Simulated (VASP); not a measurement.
# Hf2S (P6_3/mmc) in VASP: a series of runs

Hf2S is run at these levels: r2SCAN; tasks: single point.

Program: VASP 6.6.1. These are calculated values, not measurements. Logs are shortened: lines on timing, memory, paths and dates and some standing lists are left out, and cuts for length are marked.

## Step 1: The cell of the first run

Symmetry: P6_3/mmc, No. 194, hexagonal system. Conventional cell: a = 3.374 Å, b = 3.374 Å, c = 11.717 Å, α = 90.00°, β = 90.00°, γ = 120.00°. Hf (site symmetry 3m) has 3 S at 2.62 Å and 10 Hf at 3.05 to 3.51 Å within 3.6 Å. S (site symmetry -6m2) has 6 Hf at 2.62 Å and 6 S at 3.37 Å within 3.5 Å.

## Step 2: Single point, r2SCAN

POSCAR

```
Hf2S
1.0
    3.3742737662      0.0000000000      0.0000000000
   -1.6871368831      2.9222068008      0.0000000000
    0.0000000000      0.0000000000     11.7174070300
Hf S
4 2
Direct
    0.6666666667      0.3333333333      0.8998116400
    0.3333333333      0.6666666667      0.3998116400
    0.6666666667      0.3333333333      0.6001883600
    0.3333333333      0.6666666667      0.1001883600
    0.0000000000      0.0000000000      0.7500000000
    0.0000000000      0.0000000000      0.2500000000
```

INCAR.step1

```
  PREC = Accurate
  ENCUT = 520
  ISMEAR = -5
  SIGMA = 0.1
  LREAL = F
  LASPH = T
  NELM = 100
  NBANDS = 35
  GGA = PE
  ALGO = Normal
  EDIFF = 1E-4
  LWAVE = T
  LCHARG = F
```

INCAR.step2

```
  PREC = Accurate
  ENCUT = 520
  EDIFF = 1E-7
  ISMEAR = -5
  SIGMA = 0.1
  LREAL = F
  LASPH = T
  NELM = 100
  ALGO = Normal
  ISIF = 2
  LWAVE = F
  LCHARG = F
  METAGGA = R2SCAN
  LMIXTAU = T
  NBANDS = 35
  ISTART = 1
```

KPOINTS

```
Automatic mesh
0
Gamma
  12 12 4
```

Potentials or basis: VASP PAW PBE potentials, release 64 (Hf_pv, S).

Launch:

```sh
$ cat potpaw_PBE.64/Hf_pv/POTCAR potpaw_PBE.64/S/POTCAR > POTCAR
$ cp INCAR.step1 INCAR
$ mpirun -np 1 vasp_std > vasp.out
$ cp INCAR.step2 INCAR
$ mpirun -np 1 vasp_std > vasp.out
```

OUTCAR:

```text
PREC = Accurate
   ENCUT = 520
   EDIFF = 1E-7
   ISMEAR = -5
   LREAL = F
   LASPH = T
   NELM = 100
   ISIF = 2
   METAGGA = R2SCAN
   ISTART = 1

 ion  position               nearest neighbor table
   1  0.667  0.333  0.900-   5 2.62   5 2.62   5 2.62   4 3.05   4 3.05   4 3.05   3 3.51
   2  0.333  0.667  0.400-   6 2.62   6 2.62   6 2.62   3 3.05   3 3.05   3 3.05   4 3.51
   3  0.667  0.333  0.600-   5 2.62   5 2.62   5 2.62   2 3.05   2 3.05   2 3.05   1 3.51
   4  0.333  0.667  0.100-   6 2.62   6 2.62   6 2.62   1 3.05   1 3.05   1 3.05   2 3.51
   5  0.000  0.000  0.750-   1 2.62   3 2.62   1 2.62   3 2.62   1 2.62   3 2.62
   6  0.000  0.000  0.250-   2 2.62   4 2.62   2 2.62   4 2.62   2 2.62   4 2.62

  LATTYP: Found a hexagonal cell.
 ALAT       =     3.3742737662
 C/A-ratio  =     3.4725715345

  Lattice vectors:

 A1 = (   3.3742737662,   0.0000000000,   0.0000000000)
 A2 = (  -1.6871368831,   2.9222068008,   0.0000000000)
 A3 = (   0.0000000000,   0.0000000000,  11.7174070300)

Analysis of symmetry for initial positions (statically):
=====================================================================
 Subroutine PRICEL returns:
 Original cell was already a primitive cell.

 Routine SETGRP: Setting up the symmetry group for a
 hexagonal supercell.

 Subroutine GETGRP returns: Found 24 space group operations
 (whereof 12 operations were pure point group operations)
 out of a pool of 24 trial point group operations.

The static configuration has the point symmetry D_3d.
 The point group associated with its full space group is D_6h.

Analysis of symmetry for dynamics (positions and initial velocities):
=====================================================================
 Subroutine PRICEL returns:
 Original cell was already a primitive cell.

 Routine SETGRP: Setting up the symmetry group for a
 hexagonal supercell.

 Subroutine GETGRP returns: Found 24 space group operations
 (whereof 12 operations were pure point group operations)
 out of a pool of 24 trial point group operations.

The dynamic configuration has the point symmetry D_3d.
 The point group associated with its full space group is D_6h.

 Subroutine INISYM returns: Found 24 space group operations
 (whereof 12 operations are pure point group operations),
 and found     1 'primitive' translations

----------------------------------------------------------------------------------------

                                     Primitive cell

  volume of cell :     115.5375

  direct lattice vectors                    reciprocal lattice vectors
     3.374273766  0.000000000  0.000000000     0.296360067  0.171103565  0.000000000
    -1.687136883  2.922206801  0.000000000     0.000000000  0.342207129  0.000000000
     0.000000000  0.000000000 11.717407030     0.000000000  0.000000000  0.085343114

  length of vectors
     3.374273766  3.374273766 11.717407030     0.342207129  0.342207129  0.085343114

  position of ions in fractional coordinates (direct lattice)
     0.666666667  0.333333333  0.899811640
     0.333333333  0.666666667  0.399811640
     0.666666667  0.333333333  0.600188360
     0.333333333  0.666666667  0.100188360
     0.000000000  0.000000000  0.750000000
     0.000000000  0.000000000  0.250000000

  ion indices of the primitive-cell ions
   primitive index   ion index
                 1           1
                 2           2
                 3           3
                 4           4
                 5           5
                 6           6

----------------------------------------------------------------------------------------

 KPOINTS: Automatic mesh

Automatic generation of k-mesh.
 Grid dimensions read from file:
 generate k-points for:   12   12    4

 Generating k-lattice:

  Cartesian coordinates                     Fractional coordinates (reciprocal lattice)
     0.024696672  0.014258630  0.000000000     0.083333333 -0.000000000  0.000000000
     0.000000000  0.028517261  0.000000000     0.000000000  0.083333333  0.000000000
     0.000000000  0.000000000  0.021335778     0.000000000  0.000000000  0.250000000

  Length of vectors
     0.028517261  0.028517261  0.021335778

  Shift w.r.t. Gamma in fractional coordinates (k-lattice)
     0.000000000  0.000000000  0.000000000

 TETIRR: Found    586 inequivalent tetrahedra from     3456

 Subroutine IBZKPT returns following result:
 ===========================================

 Found     57 irreducible k-points:

 Following reciprocal coordinates:
            Coordinates               Weight
  0.000000  0.000000  0.000000      1.000000
  0.083333  0.000000  0.000000      6.000000
  0.166667 -0.000000  0.000000      6.000000
  0.250000 -0.000000  0.000000      6.000000
  0.333333 -0.000000  0.000000      6.000000
  0.416667 -0.000000  0.000000      6.000000
[... 16 lines left out ...]
  0.250000 -0.000000  0.250000     12.000000
  0.333333 -0.000000  0.250000     12.000000
 [... further k-points ...]
   k-points           NKPTS =     57   k-points in BZ     NKDIM =     57   number of bands    NBANDS=     35
   number of dos      NEDOS =    301   number of ions     NIONS =      6
   total plane-waves  NPLWV =  70560
   dimension x,y,z NGX =    28 NGY =   28 NGZ =   90
   dimension x,y,z NGXF=    56 NGYF=   56 NGZF=  180
   ions per type =               4   2
   NGX,Y,Z   is equivalent  to a cutoff of  13.80, 13.80, 12.77 a.u.
   NGXF,Y,Z  is equivalent  to a cutoff of  27.59, 27.59, 25.54 a.u.
 SYSTEM =  unknown system
   PREC   = accura    normal or accurate (medium, high low for compatibility)
   ISTART =      1    job   : 0-new  1-cont  2-samecut
   ICHARG =      0    charge: 1-file 2-atom 10-const
   ISPIN  =      1    spin polarized calculation?
   LNONCOLLINEAR =      F non collinear calculations
   LSORBIT =      F    spin-orbit coupling
   LASPH  =      T    aspherical Exc in radial PAW
   ENCUT  =  520.0 eV  38.22 Ry    6.18 a.u.   6.27  6.27 21.79*2*pi/ulx,y,z
   NELM   =    100;   NELMIN=  2; NELMDL=  0     # of ELM steps
   EDIFF  = 0.1E-06   stopping-criterion for ELM
   LREAL  =      F    real-space projection
   EDIFFG = 0.1E-05   stopping-criterion for IOM
   NSW    =      0    number of steps for IOM
   IBRION =     -1    ionic relax: 0-MD 1-quasi-New 2-CG
   NFREE  =      0    steps in history (QN), initial steepest desc. (CG)
   ISIF   =      2    stress and relaxation
   ISYM   =      2    0-nonsym 1-usesym 2-fastsym
   POTIM  = 0.5000    time-step for ionic-motion
   TEBEG  =    0.0;   TEEND  =   0.0 temperature during run
   PSTRESS=    0.0 pullay stress
   NELECT =      52.0000    total number of electrons
   NUPDOWN=      -1.0000    fix difference up-down
   EMIN   =  10.00;   EMAX   =-10.00  energy-range for DOS
   EFERMI =   0.00;   METHOD = LEGACY
   ISMEAR =    -5;   SIGMA  =   0.10  broadening in eV -4-tet -1-fermi 0-gaus
   EFERMI_NEDOS =   21; number of points for ismear=-14 and -15
   IALGO  =     38    algorithm
   IMIX   =      4    mixing-type and parameters
     AMIX     =   0.40;   BMIX     =  1.00
     AMIX_MAG =   1.60;   BMIX_MAG =  1.00
  volume/ion in A,a.u.               =      19.26       129.95
  Fermi-wavevector in a.u.,A,eV,Ry     =   1.254590  2.370831 21.415503  1.573995
  Thomas-Fermi vector in A             =   2.388387
   LORBIT       =      0    0 simple, 1 ext, 2 COOP (PROOUT), +10 PAW based schemes
   METAGGA = R2SCAN    functional components
   LHFCALC =     F    Hartree Fock is set to
   AEXX    =    0.0000 exact exchange contribution
   IVDW    =     0    specifies the selected vdW correction
   LEPSILON=     F    determine dielectric tensor
   LRPA    =     F    only Hartree local field effects (RPA)
 non-spin polarized calculation
 Fermi weights with tetrahedron method with Bloechl corrections
  energy-cutoff  :      520.00
  volume of cell :      115.54
 maximum number of plane-waves:      3142
 NGX is ok and might be reduce to    28
   NGX = 13   NGY = 13   NGZ = 43

 number of electron      52.0000002 magnetization

 Free energy of the ion-electron system (eV)
  ---------------------------------------------------
  ext. energy  EPLUGINS =         0.00000000
  ---------------------------------------------------
  free energy    TOTEN  =      -203.69304720 eV

  energy without entropy =     -203.69304720  energy(sigma->0) =     -203.69304720

 E-fermi :   6.5866     XC(G=0): -12.1414

 val. band max:        6.5524617976   @ k =   0.0833   0.0833   0.0000
 cond. band min:       6.4840055879   @ k =   0.2500  -0.0000   0.0000
 fundamental gap:     -0.0684562097
 Fermi energy:         6.5866315406

 k-point     1 :       0.0000    0.0000    0.0000
  band No.  band energies     occupation
      1     -26.1050      2.00000
      2     -25.9871      2.00000
      3     -25.6392      2.00000
      4     -25.5551      2.00000
      5     -25.5551      2.00000
      6     -25.5457      2.00000
[... 27 lines left out ...]
     34       9.1804      0.00000
     35       9.3468      0.00000

 k-point     2 :       0.0833    0.0000    0.0000
  band No.  band energies     occupation
      1     -26.0949      2.00000
      2     -25.9795      2.00000
      3     -25.6696      2.00000
      4     -25.5947      2.00000
      5     -25.5633      2.00000
      6     -25.5538      2.00000
[... 27 lines left out ...]
     34       9.0964      0.00000
     35       9.2345      0.00000

 k-point     3 :       0.1667   -0.0000    0.0000
  band No.  band energies     occupation
      1     -26.0676      2.00000
      2     -25.9600      2.00000
      3     -25.7411      2.00000
      4     -25.6804      2.00000
      5     -25.5852      2.00000
      6     -25.5754      2.00000
[... 27 lines left out ...]
     34       9.1515      0.00000
     35       9.2192      0.00000
[... 723 lines left out ...]
 k-point    23 :       0.2500   -0.0000    0.2500
  band No.  band energies     occupation
      1     -26.0224      2.00000
      2     -25.9579      2.00000
      3     -25.8191      2.00000
      4     -25.7846      2.00000
      5     -25.6235      2.00000
      6     -25.6126      2.00000
[... 27 lines left out ...]
     34       9.3536      0.00000
     35       9.4751      0.00000

 k-point    24 :       0.3333   -0.0000    0.2500
  band No.  band energies     occupation
      1     -26.0008      2.00000
      2     -25.9504      2.00000
      3     -25.9051      2.00000
      4     -25.8755      2.00000
      5     -25.6781      2.00000
      6     -25.6428      2.00000
[... 27 lines left out ...]
     34       9.6490      0.00000
     35      10.0763      0.00000

 [... further k-points ...]

------------------------ aborting loop because EDIFF is reached ----------------------------------------

  FORCE on cell =-STRESS in cart. coord.  units (eV):
  Direction    XX          YY          ZZ          XY          YZ          ZX
  --------------------------------------------------------------------------------------
  -------------------------------------------------------------------------------------
  Total        0.0736078      0.0736078     -0.1713636      0.0000000     -0.0000000     -0.0000000
  in kB        1.0207320      1.0207320     -2.3763280      0.0000000     -0.0000000     -0.0000000
  external PRESSURE =      -0.1116213 kB  Pullay stress =       0.0000000 kB

 VOLUME and BASIS-vectors are now :
 -----------------------------------------------------------------------------
  energy-cutoff  :      520.00
  volume of cell :      115.54
      direct lattice vectors                 reciprocal lattice vectors
     3.374273766  0.000000000  0.000000000     0.296360067  0.171103565  0.000000000
    -1.687136883  2.922206801  0.000000000     0.000000000  0.342207129  0.000000000
     0.000000000  0.000000000 11.717407030     0.000000000  0.000000000  0.085343114

 POSITION                                       TOTAL-FORCE (eV/Angst)
 -----------------------------------------------------------------------------------
      1.68714      0.97407     10.54346         0.000000     -0.000000     -0.005150
     -0.00000      1.94814      4.68476        -0.000000      0.000000     -0.005150
      1.68714      0.97407      7.03265         0.000000      0.000000      0.005150
     -0.00000      1.94814      1.17395        -0.000000      0.000000      0.005150
      0.00000      0.00000      8.78806         0.000000     -0.000000     -0.000000
      0.00000      0.00000      2.92935        -0.000000      0.000000      0.000000
 -----------------------------------------------------------------------------------
    total drift:                                0.000000      0.000000     -0.000000

  FREE ENERGIE OF THE ION-ELECTRON SYSTEM (eV)
  ---------------------------------------------------
  free  energy   TOTEN  =      -203.6930472004 eV

  energy  without entropy=     -203.6930472004  energy(sigma->0) =     -203.69304720
```

Wall time 21 min (1 thread of Intel Xeon 8259CL, shared host); peak memory 0.4 GiB.

What came out:

```yaml
Free_energy: -203.6930 eV
Pressure: 0.0 GPa
Largest_force: 0.005 eV/Å
Band_gap_on_the_k_mesh: zero (bands 26 and 27 overlap by 0.89 eV)
```

Forces in eV/Å, atoms in the order of the input:
```
Hf   0.000  0.000 -0.005
Hf   0.000  0.000 -0.005
Hf   0.000  0.000  0.005
Hf   0.000  0.000  0.005
S    0.000  0.000  0.000
S    0.000  0.000  0.000
```

Caveat: the PAW data sets were made with another functional, which shifts forces and pressure a little; spin-orbit coupling is left out, which moves the levels of the heavy elements; tetrahedron occupations give inexact forces and stress in metals.

## Step 3: Single point, r2SCAN

POSCAR is that of step 2.

INCAR.step1

```
SYSTEM = Hf2S
PREC = Accurate ; ENCUT = 520
ISMEAR = 1 ; SIGMA = 0.3
LREAL = .FALSE. ; LASPH = .TRUE.
NELM = 80 ; NBANDS = 35
GGA = PE ; ALGO = Normal
EDIFF = 1E-4 ; LWAVE = .TRUE.
LCHARG = .FALSE.
```

INCAR.step2

```
SYSTEM = Hf2S
PREC = Accurate ; ENCUT = 520
EDIFF = 1E-7 ; ISMEAR = 1
SIGMA = 0.3 ; LREAL = .FALSE.
LASPH = .TRUE. ; NELM = 80
ALGO = Normal ; ISIF = 2
LWAVE = .FALSE. ; LCHARG = .TRUE.
METAGGA = R2SCAN ; LMIXTAU = .TRUE.
LELF = .TRUE. ; LVHAR = .TRUE.
NBANDS = 35 ; ISTART = 1
```

KPOINTS

```
regular mesh
0
G
  12 12 4
  0 0 0
```

Potentials or basis: VASP PAW PBE potentials, release 64 (Hf_pv, S).

Launch:

```sh
$ cat potpaw_PBE.64/Hf_pv/POTCAR potpaw_PBE.64/S/POTCAR > POTCAR
$ cp INCAR.step1 INCAR
$ mpirun -np 1 vasp_std > vasp.out
$ cp INCAR.step2 INCAR
$ mpirun -np 1 vasp_std > vasp.out
```

Wall time 31 min (1 thread of Intel Xeon 8259CL, shared host); peak memory 0.4 GiB.

The run converged. Its results:

| Item | Value |
| --- | --- |
| Free energy | -203.6933 eV |
| Pressure | 0.0 GPa |
| Largest force | 0.024 eV/Å |
| Band gap on the k mesh | zero (bands 26 and 27 overlap by 0.89 eV) |

Forces in eV/Å, atoms in the order of the input:
```
Hf   0.000  0.000 -0.024
Hf   0.000  0.000 -0.024
Hf   0.000  0.000  0.024
Hf   0.000  0.000  0.024
S    0.000  0.000  0.000
S    0.000  0.000  0.000
```

Stress tensor (GPa, compression positive):
```
-0.06  0.00  0.00
 0.00 -0.06  0.00
 0.00  0.00  0.10
```

Levels at points of the mesh, in eV from the Fermi level:
| k point | band 22 | band 23 | band 24 | band 25 | band 26 | band 27 | band 28 | band 29 | band 30 | band 31 |
| --- | --- | --- | --- | --- | --- | --- | --- | --- | --- | --- |
| (0.00, 0.00, 0.00) | -3.28 | -1.99 | -0.38 | -0.03 | 0.41 | 0.41 | 0.51 | 0.51 | 0.81 | 0.81 |
| (0.50, 0.00, 0.00) | -2.62 | -2.08 | -1.58 | -1.57 | -1.08 | -0.48 | 0.84 | 1.06 | 2.48 | 3.35 |
| (0.00, 0.00, 0.50) | -3.81 | -1.43 | -1.43 | 0.36 | 0.36 | 0.36 | 0.36 | 1.40 | 1.40 | 1.60 |
| (0.50, 0.00, 0.50) | -2.57 | -1.99 | -1.99 | -1.36 | -1.36 | 0.33 | 0.33 | 1.39 | 1.39 | 3.97 |

Caveat: so wide a smearing shifts energies and pressures; the PAW data sets were made with another functional, which shifts forces and pressure a little; spin-orbit coupling is left out, which moves the levels of the heavy elements.

[end of part 1 of 2]
